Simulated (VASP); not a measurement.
ZnO:

```xyz
2
Lattice="0.0000 2.1338 2.1338 2.1338 0.0000 2.1338 2.1338 2.1338 0.0000" Properties=species:S:1:pos:R:3 pbc="T T T"
Zn    0.0000    0.0000    0.0000
O     2.1338    2.1338    2.1338
```

Base run:

| Item | Value |
| --- | --- |
| Program | VASP 6.6.1 |
| Functional | r2SCAN |
| Dispersion | D4 |
| Potentials or basis | VASP PAW PBE potentials, release 64 (Zn, O) |
| Cutoff | 660 eV |
| k mesh | 8 × 8 × 8 |
| Occupations | gaussian, width 0.01 eV |
| Spin | no spin polarisation |

Its results: band gap on the k mesh 1.55 eV, indirect (least direct gap 2.99 eV); pressure -0.8 GPa.

The run is repeated on the same cell with these changes: dispersion from D4 to none. What comes out?

Band gap on the k mesh 1.55 eV, indirect (least direct gap 2.99 eV); pressure 1.0 GPa.

Dispersion adds attraction, which lowers the pressure at fixed volume and, as a term added to the energy, leaves the levels alone.

Caveats: the PAW data sets were made with another functional, which shifts forces and pressure a little.

A k mesh can miss the band edges.
